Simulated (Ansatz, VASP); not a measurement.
# Two plane-wave programs on Ge

The input INCAR:

```
SYSTEM = Ge
ALGO = Normal ; EDIFF = 1E-6
ENCUT = 520 ; GGA = PE
ISIF = 2 ; ISMEAR = 0
LASPH = .TRUE. ; LCHARG = .FALSE.
LREAL = .FALSE. ; LWAVE = .FALSE.
NBANDS = 21 ; NELM = 80
PREC = Accurate ; SIGMA = 0.15
```

KPOINTS

```
k-points
0
G
  18 18 18
  0 0 0
```

Contents of POSCAR:

```
Ge
1.0
    0.0000000000      2.8805347719      3.3126149877
    2.8805347719      0.0000000000      3.3126149877
    2.8805347719      2.8805347719      0.0000000000
Ge
2
Direct
    0.5000000000      0.5000000000      0.5000000000
    0.7500000000      0.7500000000      0.7500000000
```

Input for Ansatz:

```yaml
crystal:
  lattice:
    - [0.0, 2.8805347719, 3.3126149877]
    - [2.8805347719, 0.0, 3.3126149877]
    - [2.8805347719, 2.8805347719, 0.0]
  atoms:
    - { symbol: Ge, position: [0.5, 0.5, 0.5] }
    - { symbol: Ge, position: [0.75, 0.75, 0.75] }
basis:
  ecutwfc: 420
kpoints:
  mp_grid: { grid: [18, 18, 18] }
hamiltonian:
  xc: pbe
scf:
  occupations: { method: gaussian, width: 0.15 }
output:
  forces: true
  stress: true
  eigenvalues: true
```

Change from the starting cell: strain +0.1500 x Voigt [0, 0, 1, 0, 0, 0], atoms carried along.

Alike in both runs: task single point; functional PBE; k mesh 18 × 18 × 18; occupations gaussian, width 0.15 eV; no spin polarisation.

|  | VASP | Ansatz |
| --- | --- | --- |
| version | VASP 6.6.1 | Ansatz 0.2.0 |
| potentials or method | VASP PAW PBE potentials, release 64 (Ge_d), cutoff 520 eV | scalar-relativistic, plane waves, PAW |
| valence electrons in the cell | 28 | 28 |

Ansatz gave:

- gap on the k mesh at the Fermi level (eV): none
- pressure (GPa): -5.6
- traceless stress, the component that is largest in VASP (GPa): -5.66

Q: Which values does VASP return?

A: gap on the k mesh at the Fermi level (eV): none; pressure (GPa): -5.7; traceless stress, the component that is largest in VASP (GPa): -5.66.

A gap of «none» marks a metal or a gap that the smearing closes. With one functional, cell and mesh, what is left measures potentials, basis and numerics.
